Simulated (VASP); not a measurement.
A run of VASP 6.6.1 is set up as follows.

File INCAR:

```
PREC = Accurate ; ENCUT = 520
EDIFF = 1E-7 ; ISMEAR = -1
SIGMA = 0.05 ; LREAL = False
LASPH = True ; NELM = 80
ALGO = Normal ; ISIF = 2
LWAVE = False ; LCHARG = False
GGA = PS ; NBANDS = 36
```

KPOINTS

```
Automatic mesh
0
Gamma
  7 7 7
```

The input POSCAR:

```
Ge
1.0
    0.0000000000      2.7703104000      5.1156650000
    2.5252771200      0.0000000000      5.1156650000
    2.5252771200      2.7703104000      0.0000000000
Ge
4
Direct
    0.7264900000      0.2735100000      0.7264900000
    0.2735100000      0.7264900000      0.2735100000
    0.2181330000      0.2181330000      0.7818670000
    0.7818670000      0.7818670000      0.2181330000
```

Potentials or basis: VASP PAW PBE potentials, release 64 (Ge_d).

The run is started by

```console
$ cat potpaw_PBE.64/Ge_d/POTCAR > POTCAR
$ mpirun -np 1 vasp_std > vasp.out
```

Q: Estimate the largest force.

A: 0.070 eV/Å.

Q: Estimate the pressure.

A: 3.1 GPa.

Forces on the atoms (eV/Å):
```
Ge   0.000  0.070  0.000
Ge   0.000 -0.070  0.000
Ge   0.000  0.000 -0.006
Ge   0.000  0.000  0.006
```

Caveat: the cell stands under pressure; the PAW data sets were made with another functional, which shifts forces and pressure a little.
